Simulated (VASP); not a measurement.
Write the native input for VASP 6.6.1 that does the following.

| Item | Value |
| --- | --- |
| Task | single point |
| Functional | r2SCAN |
| Potentials or basis | VASP PAW PBE potentials, release 64 (I) |
| Cutoff | 520 eV |
| k mesh | 8 × 8 × 8 |
| Occupations | fermi-dirac, width 0.01 eV |
| Spin | no spin polarisation |
| Dipole correction | no |
| Further INCAR settings | ALGO = Normal; EDIFF = 1e-06; NBANDS = 10 |

The system is I.

```
I
1.0
    -2.06114    2.06114    2.06114
     2.06114   -2.06114    2.06114
     2.06114    2.06114   -2.06114
I
1
Cartesian
  0.0000 0.0000 0.0000
```

One way to write it, as run:

POSCAR

```
I
1.0
   -2.0611367411      2.0611367411      2.0611367411
    2.0611367411     -2.0611367411      2.0611367411
    2.0611367411      2.0611367411     -2.0611367411
I
1
Direct
    0.0000000000      0.0000000000      0.0000000000
```

INCAR.step1

```
SYSTEM = I
ALGO = Normal
EDIFF = 1E-4
ENCUT = 520
GGA = PE
ISMEAR = -1
LASPH = .TRUE.
LCHARG = .FALSE.
LREAL = .FALSE.
LWAVE = .TRUE.
NBANDS = 10
NELM = 80
PREC = Accurate
SIGMA = 0.01
```

INCAR.step2

```
SYSTEM = I
ALGO = Normal
EDIFF = 1E-6
ENCUT = 520
ISIF = 2
ISMEAR = -1
ISTART = 1
LASPH = .TRUE.
LCHARG = .TRUE.
LELF = .TRUE.
LMIXTAU = .TRUE.
LREAL = .FALSE.
LVHAR = .TRUE.
LWAVE = .FALSE.
METAGGA = R2SCAN
NBANDS = 10
NELM = 80
PREC = Accurate
SIGMA = 0.01
```

KPOINTS

```
k-points
0
G
  8 8 8
  0 0 0
```

Potentials or basis: VASP PAW PBE potentials, release 64 (I).

The run is started by

```bash
$ cat potpaw_PBE.64/I/POTCAR > POTCAR
$ cp INCAR.step1 INCAR
$ mpirun -np 1 vasp_std > vasp.out
$ cp INCAR.step2 INCAR
$ mpirun -np 1 vasp_std > vasp.out
```

It gave:

```json
{
  "Pressure": "0.9 GPa"
}
```

Caveat: the PAW data sets were made with another functional, which shifts forces and pressure a little; an odd number of electrons without spin polarisation forces a metal; a magnetic or distorted state may lie lower.

Wall time 26 s on 1 thread of Intel(R) Xeon(R) Platinum 8488C (Sapphire Rapids), on a shared host, peak memory 0.16 GiB.
